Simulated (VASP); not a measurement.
# Sb (Fm-3m) in VASP: notebook, part 2 of 3

VASP 6.6.1. The steps go on from the part before.

**3. Single point, PBEsol**

Input file INCAR:

```
SYSTEM = Sb
PREC = Accurate ; ENCUT = 520
EDIFF = 1E-6 ; ISMEAR = -1
SIGMA = 0.1 ; LREAL = .False.
LASPH = .True. ; NELM = 80
ALGO = Normal ; ISIF = 2
LWAVE = .False. ; LCHARG = .True.
GGA = PS ; LELF = .True.
LVHAR = .True. ; NBANDS = 12
```

Input file KPOINTS:

```
regular mesh
0
Gamma
  11 11 8
  0 0 0
```

Input file POSCAR:

```
Sb
1.0
    2.3573854922      2.3573854922      0.0000000000
   -2.3573854922      2.3573854922      0.0000000000
    0.0000000000      0.0000000000      4.7147709844
Sb
2
Direct
    0.0000000000      0.0000000000      0.0000000000
    0.5000000000      0.5000000000      0.5000000000
```

Potentials or basis: VASP PAW PBE potentials, release 64 (Sb).

Command:

```
$ cat potpaw_PBE.64/Sb/POTCAR > POTCAR
$ mpirun -np 1 vasp_std > vasp.out
```

OUTCAR:

```text
SYSTEM = Sb
   PREC = Accurate
   ENCUT = 520
   EDIFF = 1E-6
   ISMEAR = -1
   LREAL = .False.
   LASPH = .True.
   NELM = 80
   ISIF = 2
   GGA = PS

 ion  position               nearest neighbor table
   1  0.000  0.000  0.000-   2 3.33   2 3.33   2 3.33   2 3.33   2 3.33   2 3.33   2 3.33   2 3.33

   2  0.500  0.500  0.500-   1 3.33   1 3.33   1 3.33   1 3.33   1 3.33   1 3.33   1 3.33   1 3.33

  LATTYP: Found a simple tetragonal cell.
 ALAT       =     3.3338465348
 C/A-ratio  =     1.4142135624

  Lattice vectors:

 A1 = (   2.3573854922,   2.3573854922,   0.0000000000)
 A2 = (  -2.3573854922,   2.3573854922,   0.0000000000)
 A3 = (   0.0000000000,   0.0000000000,   4.7147709844)

Analysis of symmetry for initial positions (statically):
=====================================================================
 Subroutine PRICEL returns following result:

  LATTYP: Found a face centered cubic cell.
 ALAT       =     4.7147709844

  Lattice vectors:

 A1 = (   0.0000000000,  -2.3573854922,  -2.3573854922)
 A2 = (   2.3573854922,   0.0000000000,  -2.3573854922)
 A3 = (   2.3573854922,  -2.3573854922,  -0.0000000000)

   2 primitive cells build up your supercell.

 Routine SETGRP: Setting up the symmetry group for a
 simple tetragonal supercell.

 Subroutine GETGRP returns: Found 16 space group operations
 (whereof 16 operations were pure point group operations)
 out of a pool of 16 trial point group operations.

The static configuration has the point symmetry D_4h.

Analysis of symmetry for dynamics (positions and initial velocities):
=====================================================================
 Subroutine PRICEL returns following result:

  LATTYP: Found a face centered cubic cell.
 ALAT       =     4.7147709844

  Lattice vectors:

 A1 = (   0.0000000000,  -2.3573854922,  -2.3573854922)
 A2 = (   2.3573854922,   0.0000000000,  -2.3573854922)
[... 134 lines left out ...]
   GGA     = PS    functional components
   LHFCALC =     F    Hartree Fock is set to
   AEXX    =    0.0000 exact exchange contribution
   IVDW    =     0    specifies the selected vdW correction
   LEPSILON=     F    determine dielectric tensor
   LRPA    =     F    only Hartree local field effects (RPA)
 non-spin polarized calculation
  energy-cutoff  :      520.00
  volume of cell :       52.40
 maximum number of plane-waves:      1427
 NGX is ok and might be reduce to    28
   NGX = 13   NGY = 13   NGZ = 17

 number of electron      10.0000001 magnetization

 Free energy of the ion-electron system (eV)
  ---------------------------------------------------
  ext. energy  EPLUGINS =         0.00000000
  ---------------------------------------------------
  free energy    TOTEN  =        -8.62007238 eV

  energy without entropy =       -8.57622106  energy(sigma->0) =       -8.59814672

 E-fermi :   8.7635     XC(G=0): -10.4528

 val. band max:        8.7580335247   @ k =   0.0909   0.0000   0.2500
 cond. band min:       8.7677441912   @ k =   0.3636   0.1818   0.1250
 fundamental gap:      0.0097106665
 Fermi energy:         8.7635277399

 k-point     1 :       0.0000    0.0000    0.0000
  band No.  band energies     occupation
      1      -4.4188      2.00000
      2       1.1928      2.00000
      3       3.6594      2.00000
      4       9.1160      0.05725
      5       9.1160      0.05725
      6      12.8876      0.00000
      7      13.3441      0.00000
      8      14.2531      0.00000
      9      14.2538      0.00000
     10      14.2538      0.00000
     11      18.8172      0.00000
     12      18.8178      0.00000
[... 331 lines left out ...]
 k-point    24 :       0.1818    0.0000    0.1250
  band No.  band energies     occupation
      1      -3.8668      2.00000
      2       0.6891      2.00000
      3       4.6704      2.00000
      4       6.8852      2.00000
      5       9.6843      0.00020
      6      10.5975      0.00000
      7      13.2694      0.00000
      8      13.5791      0.00000
      9      13.9012      0.00000
     10      16.8181      0.00000
     11      17.4385      0.00000
     12      19.4120      0.00000

 [... further k-points ...]

------------------------ aborting loop because EDIFF is reached ----------------------------------------

  FORCE on cell =-STRESS in cart. coord.  units (eV):
  Direction    XX          YY          ZZ          XY          YZ          ZX
  --------------------------------------------------------------------------------------
  -------------------------------------------------------------------------------------
  Total        0.0152447      0.0152447     -0.1530120      0.0000000     -0.0000000     -0.0000000
  in kB        0.4660984      0.4660984     -4.6782598      0.0000000     -0.0000000     -0.0000000
  external PRESSURE =      -1.2486877 kB  Pullay stress =       0.0000000 kB

 VOLUME and BASIS-vectors are now :
 -----------------------------------------------------------------------------
  energy-cutoff  :      520.00
  volume of cell :       52.40
      direct lattice vectors                 reciprocal lattice vectors
     2.357385492  2.357385492  0.000000000     0.212099379  0.212099379  0.000000000
    -2.357385492  2.357385492  0.000000000    -0.212099379  0.212099379  0.000000000
     0.000000000  0.000000000  4.714770984     0.000000000  0.000000000  0.212099379

 POSITION                                       TOTAL-FORCE (eV/Angst)
 -----------------------------------------------------------------------------------
      0.00000      0.00000      0.00000         0.000000      0.000000      0.000000
      0.00000      2.35739      2.35739        -0.000000     -0.000000     -0.000000
 -----------------------------------------------------------------------------------
    total drift:                               -0.000000      0.000000      0.000000

  FREE ENERGIE OF THE ION-ELECTRON SYSTEM (eV)
  ---------------------------------------------------
  free  energy   TOTEN  =        -8.6200723847 eV

  energy  without entropy=       -8.5762210552  energy(sigma->0) =       -8.59814672
```

It took 16 s on 1 thread of Intel Xeon 6975P-C (Granite Rapids), shared host; peak memory 0.2 GiB.

What came out:

```yaml
Free_energy: -8.6201 eV
Pressure: -0.1 GPa
Band_gap_on_the_k_mesh: zero (band 5 reaches 12.44 eV, above the bottom of band 6 at 5.53 eV)
```

Levels at points of the mesh, in eV from the Fermi level:
```csv
k point,band 3,band 4,band 5,band 6,band 7,band 8
"(0.00, 0.00, 0.00)",-5.10,0.35,0.35,4.12,4.58,5.49
"(0.00, 0.00, 0.50)",0.94,0.94,2.14,2.14,2.14,2.14
```

Caveat: the PAW data sets were made with another functional, which shifts forces and pressure a little; spin-orbit coupling is left out, which moves the levels of the heavy elements.

**4. Single point, PBEsol**

Input file INCAR:

```
ALGO = Normal
EDIFF = 1E-7
ENCUT = 520
GGA = PS
ISIF = 2
ISMEAR = -1
LASPH = T
LCHARG = F
LREAL = F
LWAVE = F
NBANDS = 12
NELM = 60
PREC = Accurate
SIGMA = 0.1
```

Input file KPOINTS:

```
k-points
0
Gamma
  11 11 8
```

Input file POSCAR:

```
Sb
1.0
    2.3573854906      2.3573854906      0.0000000000
   -2.3573854906      2.3573854906      0.0000000000
    0.0000000000      0.0000000000      4.7147709811
Sb
2
Direct
    0.0000000000      0.0000000000      0.0000000000
    0.5000000000      0.5000000000      0.5000000000
```

Potentials or basis: VASP PAW PBE potentials, release 64 (Sb).

Command:

```
$ cat potpaw_PBE.64/Sb/POTCAR > POTCAR
$ mpirun -np 1 vasp_std > vasp.out
```

OUTCAR:

```text
EDIFF = 1E-7
   ENCUT = 520
   GGA = PS
   ISIF = 2
   ISMEAR = -1
   LASPH = T
   LREAL = F
   NELM = 60
   PREC = Accurate

 ion  position               nearest neighbor table
   1  0.000  0.000  0.000-   2 3.33   2 3.33   2 3.33   2 3.33   2 3.33   2 3.33   2 3.33   2 3.33

   2  0.500  0.500  0.500-   1 3.33   1 3.33   1 3.33   1 3.33   1 3.33   1 3.33   1 3.33   1 3.33

  LATTYP: Found a simple tetragonal cell.
 ALAT       =     3.3338465325
 C/A-ratio  =     1.4142135623

  Lattice vectors:

 A1 = (   2.3573854906,   2.3573854906,   0.0000000000)
 A2 = (  -2.3573854906,   2.3573854906,   0.0000000000)
 A3 = (   0.0000000000,   0.0000000000,   4.7147709811)

Analysis of symmetry for initial positions (statically):
=====================================================================
 Subroutine PRICEL returns following result:

  LATTYP: Found a face centered cubic cell.
 ALAT       =     4.7147709812

  Lattice vectors:

 A1 = (   0.0000000000,  -2.3573854906,  -2.3573854906)
 A2 = (   2.3573854906,   0.0000000000,  -2.3573854905)
 A3 = (   2.3573854906,  -2.3573854906,   0.0000000000)

   2 primitive cells build up your supercell.

 Routine SETGRP: Setting up the symmetry group for a
 simple tetragonal supercell.

 Subroutine GETGRP returns: Found 16 space group operations
 (whereof 16 operations were pure point group operations)
 out of a pool of 16 trial point group operations.

The static configuration has the point symmetry D_4h.

Analysis of symmetry for dynamics (positions and initial velocities):
=====================================================================
 Subroutine PRICEL returns following result:

  LATTYP: Found a face centered cubic cell.
 ALAT       =     4.7147709812

  Lattice vectors:

 A1 = (   0.0000000000,  -2.3573854906,  -2.3573854906)
 A2 = (   2.3573854906,   0.0000000000,  -2.3573854905)
[... 128 lines left out ...]
     AMIX     =   0.40;   BMIX     =  1.00
     AMIX_MAG =   1.60;   BMIX_MAG =  1.00
  volume/ion in A,a.u.               =      26.20       176.81
  Fermi-wavevector in a.u.,A,eV,Ry     =   0.942521  1.781106 12.086671  0.888345
  Thomas-Fermi vector in A             =   2.070138
   LORBIT       =      0    0 simple, 1 ext, 2 COOP (PROOUT), +10 PAW based schemes
   GGA     = PS    functional components
   LHFCALC =     F    Hartree Fock is set to
   AEXX    =    0.0000 exact exchange contribution
   IVDW    =     0    specifies the selected vdW correction
   LEPSILON=     F    determine dielectric tensor
   LRPA    =     F    only Hartree local field effects (RPA)
 non-spin polarized calculation
  energy-cutoff  :      520.00
  volume of cell :       52.40
 maximum number of plane-waves:      1427
 NGX is ok and might be reduce to    28
   NGX = 13   NGY = 13   NGZ = 17

 number of electron      10.0000001 magnetization

 Free energy of the ion-electron system (eV)
  ---------------------------------------------------
  ext. energy  EPLUGINS =         0.00000000
  ---------------------------------------------------
  free energy    TOTEN  =        -8.62007141 eV

  energy without entropy =       -8.57621864  energy(sigma->0) =       -8.59814502

 E-fermi :   8.7633     XC(G=0): -10.4528

 val. band max:        8.7578080007   @ k =   0.0909   0.0000   0.2500
 cond. band min:       8.7675421688   @ k =   0.3636   0.1818   0.1250
 fundamental gap:      0.0097341681
 Fermi energy:         8.7632923495

 k-point     1 :       0.0000    0.0000    0.0000
  band No.  band energies     occupation
      1      -4.4190      2.00000
      2       1.1926      2.00000
      3       3.6592      2.00000
      4       9.1157      0.05725
      5       9.1157      0.05725
      6      12.8875      0.00000
      7      13.3439      0.00000
      8      14.2528      0.00000
      9      14.2534      0.00000
     10      14.2534      0.00000
     11      18.8168      0.00000
     12      18.8174      0.00000
[... 331 lines left out ...]
 k-point    24 :       0.1818    0.0000    0.1250
  band No.  band energies     occupation
      1      -3.8670      2.00000
      2       0.6888      2.00000
      3       4.6702      2.00000
      4       6.8850      2.00000
      5       9.6841      0.00020
      6      10.5972      0.00000
      7      13.2691      0.00000
      8      13.5790      0.00000
      9      13.9008      0.00000
     10      16.8179      0.00000
     11      17.4382      0.00000
     12      19.4115      0.00000

 [... further k-points ...]
[... 5 lines left out ...]
  --------------------------------------------------------------------------------------
  -------------------------------------------------------------------------------------
  Total        0.0173026      0.0173026     -0.1509985      0.0000000      0.0000000      0.0000000
  in kB        0.5290172      0.5290172     -4.6166988      0.0000000      0.0000000      0.0000000
  external PRESSURE =      -1.1862214 kB  Pullay stress =       0.0000000 kB

 VOLUME and BASIS-vectors are now :
 -----------------------------------------------------------------------------
  energy-cutoff  :      520.00
  volume of cell :       52.40
      direct lattice vectors                 reciprocal lattice vectors
     2.357385491  2.357385491  0.000000000     0.212099380  0.212099380  0.000000000
    -2.357385491  2.357385491  0.000000000    -0.212099380  0.212099380  0.000000000
     0.000000000  0.000000000  4.714770981     0.000000000  0.000000000  0.212099380

 POSITION                                       TOTAL-FORCE (eV/Angst)
 -----------------------------------------------------------------------------------
      0.00000      0.00000      0.00000        -0.000000     -0.000000     -0.000000
      0.00000      2.35739      2.35739         0.000000      0.000000      0.000000
 -----------------------------------------------------------------------------------
    total drift:                               -0.000000      0.000000      0.000000

  FREE ENERGIE OF THE ION-ELECTRON SYSTEM (eV)
  ---------------------------------------------------
  free  energy   TOTEN  =        -8.6200714101 eV

  energy  without entropy=       -8.5762186390  energy(sigma->0) =       -8.59814502
```

OSZICAR:

```text
N       E                     dE             d eps       ncg     rms          rms(c)
DAV:   1     0.263166304796E+02    0.26317E+02   -0.34465E+03  2520   0.638E+02
DAV:   2    -0.730999881929E+01   -0.33627E+02   -0.32667E+02  3328   0.105E+02
DAV:   3    -0.862555969066E+01   -0.13156E+01   -0.12967E+01  3052   0.212E+01
DAV:   4    -0.863502894199E+01   -0.94693E-02   -0.94637E-02  2860   0.221E+00
DAV:   5    -0.863511930914E+01   -0.90367E-04   -0.90366E-04  2944   0.241E-01    0.243E+00
DAV:   6    -0.862543213265E+01    0.96872E-02   -0.36877E-03  2808   0.292E-01    0.138E+00
DAV:   7    -0.862009090860E+01    0.53412E-02   -0.71298E-03  2680   0.405E-01    0.410E-02
DAV:   8    -0.862007259491E+01    0.18314E-04   -0.79886E-05  3004   0.664E-02    0.137E-02
DAV:   9    -0.862007239391E+01    0.20100E-06   -0.12815E-06  2932   0.896E-03    0.285E-03
DAV:  10    -0.862007173113E+01    0.66278E-06   -0.21366E-07  2888   0.256E-03    0.266E-03
DAV:  11    -0.862007140119E+01    0.32995E-06   -0.50059E-09  1736   0.537E-04    0.210E-04
DAV:  12    -0.862007141012E+01   -0.89332E-08   -0.70021E-10  1556   0.192E-04
   1 F= -.86200714E+01 E0= -.85981450E+01  d E =-.438528E-01
```

It took 20 s on 1 thread of Intel Xeon 6975P-C (Granite Rapids), shared host; peak memory 0.2 GiB.

Results:

```yaml
Free_energy: -8.6201 eV
Pressure: -0.1 GPa
Band_gap_on_the_k_mesh: zero (band 5 reaches 12.44 eV, above the bottom of band 6 at 5.53 eV)
```

Caveat: the PAW data sets were made with another functional, which shifts forces and pressure a little; spin-orbit coupling is left out, which moves the levels of the heavy elements.

(Continued in part 3 of 3.)
